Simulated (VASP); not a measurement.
Write the native input for VASP 6.6.1 that does the following.

```
Task                   : single point
Functional             : LDA
Potentials or basis    : VASP PAW LDA potentials, release 64 (Ti_sv)
Cutoff                 : 500 eV
k mesh                 : 6 × 6 × 6
Occupations            : fermi-dirac, width 0.1 eV
Spin                   : no spin polarisation
Dipole correction      : no
Further INCAR settings : ALGO = Normal; EDIFF = 1e-06; NBANDS = 19
```

The structure of Ti lies in POSCAR:

```
Ti
1.0
    0.0000000000      2.6884893175      2.6884893175
    2.6884893175      0.0000000000      2.6884893175
    2.6884893175      2.6884893175      0.0000000000
Ti
2
Direct
    0.0000000000      0.0000000000      0.0000000000
    0.2500000000      0.2500000000      0.2500000000
```

One way to write it, as run:

INCAR

```
SYSTEM = Ti
PREC = Accurate ; ENCUT = 500
EDIFF = 1E-6 ; ISMEAR = -1
SIGMA = 0.1 ; LREAL = .FALSE.
LASPH = .TRUE. ; NELM = 120
ALGO = Normal ; ISIF = 2
LWAVE = .FALSE. ; LCHARG = .TRUE.
LELF = .TRUE. ; LVHAR = .TRUE.
NBANDS = 19 ; GGA_COMPAT = .FALSE.
```

KPOINTS

```
Automatic mesh
0
G
  6 6 6
  0 0 0
```

Potentials or basis: VASP PAW LDA potentials, release 64 (Ti_sv).

Command:

```console
$ cat potpaw_LDA.64/Ti_sv/POTCAR > POTCAR
$ mpirun -np 1 vasp_std > vasp.out
```

It gave:

| Property | Result |
| --- | --- |
| Pressure | 0.6 GPa |
| Band gap on the k mesh | zero (band 12 reaches 6.67 eV, above the bottom of band 13 at 6.35 eV) |

Run time: 7.9 s on 1 thread of Intel(R) Xeon(R) Platinum 8488C (Sapphire Rapids), with other jobs on the host, peak memory 0.14 GiB.
